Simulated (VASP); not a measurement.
A run of VASP 6.6.1 is set up as follows.

File INCAR:

```
SYSTEM = ZnS
ALGO = Normal
EDIFF = 1E-6
EDIFFG = -0.01
ENCUT = 600
GGA = PE
IBRION = 2
ISIF = 4
ISMEAR = 0
LASPH = .TRUE.
LCHARG = .FALSE.
LREAL = .FALSE.
LWAVE = .FALSE.
NELM = 100
NSW = 50
PREC = Accurate
SIGMA = 0.02
```

Contents of KPOINTS:

```
k-points
0
G
  12 12 4
  0 0 0
```

The input POSCAR:

```
ZnS
1.0
    3.7681968125      0.0000000000      0.0000000000
   -1.8840984062      3.2633541661      0.0000000000
    0.0000000000      0.0000000000     12.3332094187
Zn S
4 4
Direct
    0.0000000000      0.0000000000      0.0000503385
    0.0000000000      0.0000000000      0.5000503385
    0.3333333333      0.6666666667      0.2500245045
    0.6666666667      0.3333333333      0.7500245045
    0.0000000000      0.0000000000      0.1872897063
    0.0000000000      0.0000000000      0.6872897063
    0.3333333333      0.6666666667      0.4376354507
    0.6666666667      0.3333333333      0.9376354507
```

Potentials or basis: VASP PAW PBE potentials, release 64 (Zn, S).

The run is started by

```console
$ cat potpaw_PBE.64/Zn/POTCAR potpaw_PBE.64/S/POTCAR > POTCAR
$ mpirun -np 1 vasp_std > vasp.out
```

(1) Estimate the band gap on the k mesh.

Answers

(1) 2.33 eV.
